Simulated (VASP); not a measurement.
Wanted: the native input for a VASP 6.6.1 run.

- Task: relaxation of cell and atoms
- Functional: PBEsol
- Potentials or basis: VASP PAW PBE potentials, release 64 (I)
- Cutoff: 600 eV
- k mesh: 8 × 8 × 3
- Occupations: fermi-dirac, width 0.05 eV
- Spin: no spin polarisation
- Dipole correction: no
- Further INCAR settings: ALGO = Normal; EDIFF = 1e-07; IBRION = 2; EDIFFG = -0.03; NSW = 80; ISIF = 3

The structure of I lies in POSCAR:

```
I
1.0
    3.3129925333      0.0000000000      0.0000000000
   -1.6564962667      2.8691356964      0.0000000000
    0.0000000000      0.0000000000      7.8039121738
I
2
Direct
    0.3333333333      0.6666666667      0.2500000000
    0.6666666667      0.3333333333      0.7500000000
```

The input as run:

INCAR

```
SYSTEM = I
ALGO = Normal
EDIFF = 1E-7
EDIFFG = -0.03
ENCUT = 600
GGA = PS
IBRION = 2
ISIF = 3
ISMEAR = -1
LASPH = .TRUE.
LCHARG = .FALSE.
LREAL = .FALSE.
LWAVE = .FALSE.
NELM = 80
NSW = 80
PREC = Accurate
SIGMA = 0.05
```

KPOINTS

```
k-points
0
G
  8 8 3
  0 0 0
```

Potentials or basis: VASP PAW PBE potentials, release 64 (I).

The run is started by

```sh
$ cat potpaw_PBE.64/I/POTCAR > POTCAR
$ mpirun -np 1 vasp_std > vasp.out
```

It gave:

* Relaxed volume: 36.83 Å³/atom
* Relaxed cell: a = 3.284 Å, b = 3.284 Å, c = 7.888 Å, α = 90.00°, β = 90.00°, γ = 120.00°
* Space group after relaxing (to 0.05 Å): P6_3/mmc (No. 194)
* Energy gained by relaxing: 2.7 meV/atom
* Ionic steps: 5
* Pressure after relaxing: 0.0 GPa
* Band gap on the k mesh: zero (band 7 reaches 6.22 eV, above the bottom of band 8 at 3.16 eV)

Caveat: the PAW data sets were made with another functional, which shifts forces and pressure a little; spin-orbit coupling is left out, which moves the levels of the heavy elements; this functional lacks dispersion, which binds the layers, so the pressure and a relaxed spacing across them are unreliable.

Run time: 85 s on 1 thread of Intel(R) Xeon(R) Platinum 8259CL CPU @ 2.50GHz (Skylake/Cascade Lake), on a shared host, peak memory 0.22 GiB.
